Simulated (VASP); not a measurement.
Here is a VASP 6.6.1 calculation.

File INCAR:

```
PREC = Accurate
ENCUT = 520
EDIFF = 1E-7
ISMEAR = -1
SIGMA = 0.05
LREAL = False
LASPH = True
NELM = 60
ALGO = Normal
ISIF = 2
LWAVE = False
LCHARG = False
GGA = PE
IVDW = 12
NBANDS = 28
```

KPOINTS

```
regular mesh
0
Gamma
  7 7 7
```

POSCAR

```
BaTiO3
1.0
    2.8364832694      1.6376489961      2.3273057572
   -2.8366427943      1.6377251938      2.3274467081
   -0.0000137733     -3.2753966167      2.3273920295
Ba Ti O
1 1 3
Direct
    0.0027546301      1.0027725642      0.0027645613
    0.5152880591      0.5153238582      0.5153090791
    0.4894117620      0.4894038312      0.9818139937
    0.4894155089      0.9818018305      0.4894109205
    0.9818300399      0.4893979058      0.4894014354
```

Potentials or basis: VASP PAW PBE potentials, release 64 (Ba_sv, Ti_sv, O).

Launch:

```sh
$ cat potpaw_PBE.64/Ba_sv/POTCAR potpaw_PBE.64/Ti_sv/POTCAR potpaw_PBE.64/O/POTCAR > POTCAR
$ mpirun -np 1 vasp_std > vasp.out
```

(1) Predict the pressure.

(2) Estimate the largest force.

(3) What does it give for the dispersion energy per atom?

Results:

(1) 1.7 GPa.

(2) 0.072 eV/Å.

(3) -0.262 eV.
